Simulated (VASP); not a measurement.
Set up this calculation in VASP 6.6.1, as the native input.

```
Task                   : single point
Functional             : BLYP
Potentials or basis    : VASP PAW PBE potentials, release 64 (Te, Cd)
Cutoff                 : 520 eV
k mesh                 : 7 × 7 × 7
Occupations            : fermi-dirac, width 0.05 eV
Spin                   : no spin polarisation
Dipole correction      : no
Further INCAR settings : ALGO = Normal; EDIFF = 1e-07; NBANDS = 16
```

The structure of CdTe lies in POSCAR:

```
CdTe
1.0
    0.0000000000      3.1616838793      3.1616838793
    3.1616838793      0.0000000000      3.1616838793
    3.1616838793      3.1616838793      0.0000000000
Te Cd
1 1
Direct
    0.7500000000      0.7500000000      0.7500000000
    0.0000000000      0.0000000000      0.0000000000
```

These files were run (other wordings do the same):

INCAR

```
SYSTEM = CdTe
AGGAC = 1.0 ; AGGAX = 1.0
ALDAC = 0.0 ; ALDAX = 1.0
ALGO = Normal ; EDIFF = 1E-7
ENCUT = 520 ; GGA = B5
ISIF = 2 ; ISMEAR = -1
LASPH = .True. ; LCHARG = .False.
LREAL = .False. ; LWAVE = .False.
NBANDS = 16 ; NELM = 100
PREC = Accurate ; SIGMA = 0.05
```

KPOINTS

```
k-points
0
Gamma
  7 7 7
  0 0 0
```

Potentials or basis: VASP PAW PBE potentials, release 64 (Te, Cd).

Run with:

```bash
$ cat potpaw_PBE.64/Te/POTCAR potpaw_PBE.64/Cd/POTCAR > POTCAR
$ mpirun -np 1 vasp_std > vasp.out
```

It gave:

The pressure is 10.0 GPa and the band gap on the k mesh is 0.96 eV.

Caveat: the cell stands under pressure; the PAW data sets were made with another functional, which shifts forces and pressure a little; spin-orbit coupling is left out, which moves the levels of the heavy elements.

It took 65 s on 1 thread of AMD EPYC 7R43 64-Core Processor (Zen 3), with other jobs on the host, peak memory 0.17 GiB.
